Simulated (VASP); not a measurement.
# Ir (Fd-3m) in VASP: notebook

The runs below take Ir through single point, with PBE.

Everything below comes from runs of VASP 6.6.1. Logs are shortened: lines on timing, memory, paths and dates and some standing lists are left out, and cuts for length are marked.

## Step 1: The cell of the first run

Symmetry: Fd-3m, No. 227, cubic system. Conventional cell: a = 5.567 Å, b = 5.567 Å, c = 5.567 Å, α = 90.00°, β = 90.00°, γ = 90.00°. Within 3.2 Å of Ir (site symmetry -43m) lie 4 Ir at 2.41 Å.

## Step 2: Single point, PBE

File INCAR:

```
SYSTEM = Ir
ALGO = Normal
EDIFF = 1E-6
ENCUT = 520
GGA = PE
ISIF = 2
ISMEAR = -1
LASPH = .True.
LCHARG = .True.
LELF = .True.
LREAL = .False.
LVHAR = .True.
LWAVE = .False.
NBANDS = 16
NELM = 100
PREC = Accurate
SIGMA = 0.05
```

File KPOINTS:

```
k-points
0
Gamma
  14 14 14
  0 0 0
```

File POSCAR:

```
Ir
1.0
    0.0000000000      2.7834179731      2.7834179731
    2.7834179731      0.0000000000      2.7834179731
    2.7834179731      2.7834179731      0.0000000000
Ir
2
Direct
    0.0000000000      0.0000000000      0.0000000000
    0.2500000000      0.2500000000      0.2500000000
```

Potentials or basis: VASP PAW PBE potentials, release 64 (Ir).

The run is started by

```sh
cat potpaw_PBE.64/Ir/POTCAR > POTCAR
mpirun -np 1 vasp_std > vasp.out
```

OUTCAR:

```text
SYSTEM = Ir
   EDIFF = 1E-6
   ENCUT = 520
   GGA = PE
   ISIF = 2
   ISMEAR = -1
   LASPH = .True.
   LREAL = .False.
   NELM = 100
   PREC = Accurate

 ion  position               nearest neighbor table
   1  0.000  0.000  0.000-   2 2.41   2 2.41   2 2.41   2 2.41
   2  0.250  0.250  0.250-   1 2.41   1 2.41   1 2.41   1 2.41

  LATTYP: Found a face centered cubic cell.
 ALAT       =     5.5668359462

  Lattice vectors:

 A1 = (   0.0000000000,   2.7834179731,   2.7834179731)
 A2 = (   2.7834179731,   0.0000000000,   2.7834179731)
 A3 = (   2.7834179731,   2.7834179731,   0.0000000000)

Analysis of symmetry for initial positions (statically):
=====================================================================
 Subroutine PRICEL returns:
 Original cell was already a primitive cell.

 Routine SETGRP: Setting up the symmetry group for a
 face centered cubic supercell.

 Subroutine GETGRP returns: Found 48 space group operations
 (whereof 24 operations were pure point group operations)
 out of a pool of 48 trial point group operations.

The static configuration has the point symmetry T_d .
 The point group associated with its full space group is O_h .

Analysis of symmetry for dynamics (positions and initial velocities):
=====================================================================
 Subroutine PRICEL returns:
 Original cell was already a primitive cell.

 Routine SETGRP: Setting up the symmetry group for a
 face centered cubic supercell.

 Subroutine GETGRP returns: Found 48 space group operations
 (whereof 24 operations were pure point group operations)
 out of a pool of 48 trial point group operations.

The dynamic configuration has the point symmetry T_d .
 The point group associated with its full space group is O_h .

 Subroutine INISYM returns: Found 48 space group operations
 (whereof 24 operations are pure point group operations),
 and found     1 'primitive' translations

----------------------------------------------------------------------------------------

                                     Primitive cell

  volume of cell :      43.1286

  direct lattice vectors                    reciprocal lattice vectors
     0.000000000  2.783417973  2.783417973    -0.179635256  0.179635256  0.179635256
     2.783417973  0.000000000  2.783417973     0.179635256 -0.179635256  0.179635256
     2.783417973  2.783417973  0.000000000     0.179635256  0.179635256 -0.179635256

  length of vectors
     3.936347447  3.936347447  3.936347447     0.311137390  0.311137390  0.311137390

  position of ions in fractional coordinates (direct lattice)
     0.000000000  0.000000000  0.000000000
     0.250000000  0.250000000  0.250000000

  ion indices of the primitive-cell ions
   primitive index   ion index
                 1           1
                 2           2

----------------------------------------------------------------------------------------

 KPOINTS: k-points

Automatic generation of k-mesh.
 Grid dimensions read from file:
 generate k-points for:   14   14   14

 Generating k-lattice:

  Cartesian coordinates                     Fractional coordinates (reciprocal lattice)
    -0.012831090  0.012831090  0.012831090     0.071428571  0.000000000  0.000000000
     0.012831090 -0.012831090  0.012831090     0.000000000  0.071428571  0.000000000
     0.012831090  0.012831090 -0.012831090     0.000000000  0.000000000  0.071428571

  Length of vectors
     0.022224099  0.022224099  0.022224099

  Shift w.r.t. Gamma in fractional coordinates (k-lattice)
     0.000000000  0.000000000  0.000000000

 Subroutine IBZKPT returns following result:
 ===========================================

 Found    104 irreducible k-points:

 Following reciprocal coordinates:
            Coordinates               Weight
  0.000000  0.000000  0.000000      1.000000
  0.071429  0.000000  0.000000      8.000000
  0.142857  0.000000  0.000000      8.000000
  0.214286  0.000000  0.000000      8.000000
  0.285714  0.000000  0.000000      8.000000
  0.357143  0.000000  0.000000      8.000000
[... 16 lines left out ...]
  0.214286  0.142857  0.000000     24.000000
  0.285714  0.142857  0.000000     24.000000
 [... further k-points ...]
   k-points           NKPTS =    104   k-points in BZ     NKDIM =    104   number of bands    NBANDS=     16
   number of dos      NEDOS =    301   number of ions     NIONS =      2
   total plane-waves  NPLWV =  27000
   dimension x,y,z NGX =    30 NGY =   30 NGZ =   30
   dimension x,y,z NGXF=    60 NGYF=   60 NGZF=   60
   ions per type =               2
   NGX,Y,Z   is equivalent  to a cutoff of  12.67, 12.67, 12.67 a.u.
   NGXF,Y,Z  is equivalent  to a cutoff of  25.34, 25.34, 25.34 a.u.
 SYSTEM =  Ir
   PREC   = accura    normal or accurate (medium, high low for compatibility)
   ISTART =      0    job   : 0-new  1-cont  2-samecut
   ICHARG =      2    charge: 1-file 2-atom 10-const
   ISPIN  =      1    spin polarized calculation?
   LNONCOLLINEAR =      F non collinear calculations
   LSORBIT =      F    spin-orbit coupling
   LASPH  =      T    aspherical Exc in radial PAW
   ENCUT  =  520.0 eV  38.22 Ry    6.18 a.u.   7.32  7.32  7.32*2*pi/ulx,y,z
   NELM   =    100;   NELMIN=  2; NELMDL= -5     # of ELM steps
   EDIFF  = 0.1E-05   stopping-criterion for ELM
   LREAL  =      F    real-space projection
   EDIFFG = 0.1E-04   stopping-criterion for IOM
   NSW    =      0    number of steps for IOM
   IBRION =     -1    ionic relax: 0-MD 1-quasi-New 2-CG
   NFREE  =      0    steps in history (QN), initial steepest desc. (CG)
   ISIF   =      2    stress and relaxation
   ISYM   =      2    0-nonsym 1-usesym 2-fastsym
   POTIM  = 0.5000    time-step for ionic-motion
   TEBEG  =    0.0;   TEEND  =   0.0 temperature during run
   PSTRESS=    0.0 pullay stress
   NELECT =      18.0000    total number of electrons
   NUPDOWN=      -1.0000    fix difference up-down
   EMIN   =  10.00;   EMAX   =-10.00  energy-range for DOS
   EFERMI =   0.00;   METHOD = LEGACY
   ISMEAR =    -1;   SIGMA  =   0.05  broadening in eV -4-tet -1-fermi 0-gaus
   EFERMI_NEDOS =   21; number of points for ismear=-14 and -15
   IALGO  =     38    algorithm
   IMIX   =      4    mixing-type and parameters
     AMIX     =   0.40;   BMIX     =  1.00
     AMIX_MAG =   1.60;   BMIX_MAG =  1.00
  volume/ion in A,a.u.               =      21.56       145.52
  Fermi-wavevector in a.u.,A,eV,Ry     =   1.223425  2.311937 20.364765  1.496768
  Thomas-Fermi vector in A             =   2.358536
   LORBIT       =      0    0 simple, 1 ext, 2 COOP (PROOUT), +10 PAW based schemes
   GGA     = PE    functional components
   LHFCALC =     F    Hartree Fock is set to
   AEXX    =    0.0000 exact exchange contribution
   IVDW    =     0    specifies the selected vdW correction
   LEPSILON=     F    determine dielectric tensor
   LRPA    =     F    only Hartree local field effects (RPA)
 non-spin polarized calculation
  energy-cutoff  :      520.00
  volume of cell :       43.13
 maximum number of plane-waves:      1211
 NGX is ok and might be reduce to    30
   NGX = 15   NGY = 15   NGZ = 15

 number of electron      17.9999998 magnetization

 Free energy of the ion-electron system (eV)
  ---------------------------------------------------
  ext. energy  EPLUGINS =         0.00000000
  ---------------------------------------------------
  free energy    TOTEN  =       -15.71285672 eV

  energy without entropy =      -15.69365691  energy(sigma->0) =      -15.70325682

 E-fermi :   5.1849     XC(G=0): -11.1658

 val. band max:        5.1783872322   @ k =   0.2143   0.2143   0.0000
 cond. band min:       5.1956841166   @ k =   0.5000   0.3571   0.0714
 fundamental gap:      0.0172968844
 Fermi energy:         5.1849280520

 k-point     1 :       0.0000    0.0000    0.0000
  band No.  band energies     occupation
      1      -2.7810      2.00000
      2       0.1533      2.00000
      3       0.1533      2.00000
      4       0.5384      2.00000
      5       0.5384      2.00000
      6       0.5384      2.00000
[... 8 lines left out ...]
     15      17.6385      0.00000
     16      17.6385      0.00000

 k-point     2 :       0.0714    0.0000    0.0000
  band No.  band energies     occupation
      1      -2.6928      2.00000
      2       0.0808      2.00000
      3       0.0808      2.00000
      4       0.5282      2.00000
      5       0.6442      2.00000
      6       0.6442      2.00000
[... 8 lines left out ...]
     15      17.3107      0.00000
     16      17.3107      0.00000

 k-point     3 :       0.1429    0.0000    0.0000
  band No.  band energies     occupation
      1      -2.4368      2.00000
      2      -0.0190      2.00000
      3      -0.0190      2.00000
      4       0.5008      2.00000
      5       0.8261      2.00000
      6       0.8261      2.00000
[... 8 lines left out ...]
     15      16.5466      0.00000
     16      17.4264      0.00000

 k-point     4 :       0.2143    0.0000    0.0000
  band No.  band energies     occupation
      1      -2.0413      2.00000
      2      -0.0663      2.00000
      3      -0.0663      2.00000
      4       0.4637      2.00000
      5       0.9560      2.00000
      6       0.9560      2.00000
[... 8 lines left out ...]
     15      15.7181      0.00000
     16      18.0416      0.00000
[... 324 lines left out ...]
 k-point    22 :       0.1429    0.1429    0.0000
  band No.  band energies     occupation
      1      -2.3137      2.00000
      2      -0.3223      2.00000
      3       0.3874      2.00000
      4       0.5224      2.00000
      5       0.5224      2.00000
      6       1.1141      2.00000
[... 8 lines left out ...]
     15      16.0013      0.00000
     16      16.0745      0.00000

 k-point    23 :       0.2143    0.1429    0.0000
  band No.  band energies     occupation
      1      -2.0090      2.00000
      2      -0.4232      2.00000
      3       0.3830      2.00000
      4       0.4911      2.00000
      5       0.6370      2.00000
      6       1.2943      2.00000
[... 8 lines left out ...]
     15      15.3679      0.00000
     16      16.4171      0.00000

 k-point    24 :       0.2857    0.1429    0.0000
  band No.  band energies     occupation
      1      -1.5853      2.00000
      2      -0.4596      2.00000
      3       0.3685      2.00000
      4       0.4179      2.00000
      5       0.7374      2.00000
      6       1.4156      2.00000
[... 8 lines left out ...]
     15      15.1498      0.00000
     16      17.2654      0.00000

 [... further k-points ...]
[... 5 lines left out ...]
  --------------------------------------------------------------------------------------
  -------------------------------------------------------------------------------------
  Total       -0.0840645     -0.0840645     -0.0840645     -0.0000000      0.0000000      0.0000000
  in kB       -3.1228991     -3.1228991     -3.1228991     -0.0000000      0.0000000      0.0000000
  external PRESSURE =      -3.1228991 kB  Pullay stress =       0.0000000 kB

 VOLUME and BASIS-vectors are now :
 -----------------------------------------------------------------------------
  energy-cutoff  :      520.00
  volume of cell :       43.13
      direct lattice vectors                 reciprocal lattice vectors
     0.000000000  2.783417973  2.783417973    -0.179635256  0.179635256  0.179635256
     2.783417973  0.000000000  2.783417973     0.179635256 -0.179635256  0.179635256
     2.783417973  2.783417973  0.000000000     0.179635256  0.179635256 -0.179635256

 POSITION                                       TOTAL-FORCE (eV/Angst)
 -----------------------------------------------------------------------------------
      0.00000      0.00000      0.00000        -0.000000      0.000000     -0.000000
      1.39171      1.39171      1.39171         0.000000     -0.000000      0.000000
 -----------------------------------------------------------------------------------
    total drift:                                0.000000     -0.000000      0.000000

  FREE ENERGIE OF THE ION-ELECTRON SYSTEM (eV)
  ---------------------------------------------------
  free  energy   TOTEN  =       -15.7128567169 eV

  energy  without entropy=      -15.6936569132  energy(sigma->0) =      -15.70325682
```

Wall time 36 s (1 thread of Intel Xeon Platinum 8559C (Emerald Rapids), shared host); peak memory 0.21 GiB.

What came out:

```yaml
Free_energy: -15.7129 eV
Pressure: -0.3 GPa
Band_gap_on_the_k_mesh: zero (band 9 reaches 6.19 eV, above the bottom of band 10 at 4.64 eV)
```

Caveat: spin-orbit coupling is left out, which moves the levels of the heavy elements.

## Step 3: Single point, PBE

File INCAR:

```
PREC     = Accurate       # precision mode
ENCUT    = 520            # plane-wave cutoff, eV
EDIFF    = 1E-7           # SCF threshold, eV
ISMEAR   = -1             # smearing method
SIGMA    = 0.05           # smearing width, eV
LREAL    = F              # projectors in reciprocal space
LASPH    = T              # aspherical terms in the spheres
NELM     = 60             # most SCF steps
ALGO     = Normal         # electronic algorithm
ISIF     = 2              # what is computed and relaxed
LWAVE    = F              # write WAVECAR
LCHARG   = T              # write CHGCAR
GGA      = PE             # functional
LELF     = T              # ELF
LVHAR    = T            
NBANDS   = 16             # bands
```

File KPOINTS:

```
Automatic mesh
0
Gamma
  14 14 14
```

POSCAR is that of step 2.

Potentials or basis: VASP PAW PBE potentials, release 64 (Ir).

The run is started by

```sh
cat potpaw_PBE.64/Ir/POTCAR > POTCAR
mpirun -np 1 vasp_std > vasp.out
```

It took 39 s on 1 thread of Intel Xeon Platinum 8559C (Emerald Rapids), shared host; peak memory 0.21 GiB.

The run converged. Its results:

| Item | Value |
| --- | --- |
| Free energy | -15.7129 eV |
| Pressure | -0.3 GPa |
| Band gap on the k mesh | zero (band 9 reaches 6.19 eV, above the bottom of band 10 at 4.64 eV) |

Levels at points of the mesh, in eV from the Fermi level:
```
           k point  band 6  band 7  band 8  band 9  band 10  band 11  band 12  band 13
(0.00, 0.00, 0.00)   -4.65   -1.74   -1.74   -1.74     0.78     0.78    10.86    10.94
(0.50, 0.00, 0.00)   -4.66   -1.92   -1.00   -1.00     0.24     0.24     1.44     8.72
(0.50, 0.50, 0.00)   -3.65   -2.46   -2.46    0.57     0.57     1.96     1.96     3.76
```

Caveat: spin-orbit coupling is left out, which moves the levels of the heavy elements.

(Continued in part 2 of 2.)
